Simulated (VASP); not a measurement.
TaN, 2 atoms in the cell. The structure is cubic, space group Fm-3m (No. 225). Conventional cell: a = 4.375 Å, b = 4.375 Å, c = 4.375 Å, α = 90.00°, β = 90.00°, γ = 90.00°. Ta (site symmetry m-3m) has 6 N at 2.19 Å within 2.9 Å. N (site symmetry m-3m) has 6 Ta at 2.19 Å within 2.9 Å. 

| Item | Value |
| --- | --- |
| Program | VASP 6.6.1 |
| Task | single point |
| Functional | PBEsol |
| Potentials or basis | VASP PAW PBE potentials, release 64 (Ta_sv_GW, N) |
| Cutoff | 700 eV |
| k mesh | 10 × 10 × 10 |
| Occupations | fermi-dirac, width 0.05 eV |
| Spin | no spin polarisation |
| Dipole correction | no |
| Further INCAR settings | ALGO = Normal; EDIFF = 1e-06; NBANDS = 16 |

Potentials or basis: VASP PAW PBE potentials, release 64 (Ta_sv_GW, N).

The run is started by

```console
$ cat potpaw_PBE.64/Ta_sv_GW/POTCAR potpaw_PBE.64/N/POTCAR > POTCAR
$ mpirun -np 1 vasp_std > vasp.out
```

Hardware: 1 thread of AMD EPYC 9R45 96-Core Processor (Zen 5), on a shared host.

Q: Estimate the wall time of this run.

A: Wall time 15 s on 1 thread of AMD EPYC 9R45 96-Core Processor (Zen 5) (shared host), peak memory 0.15 GiB. Counts: scf iterations 13, k points 47.
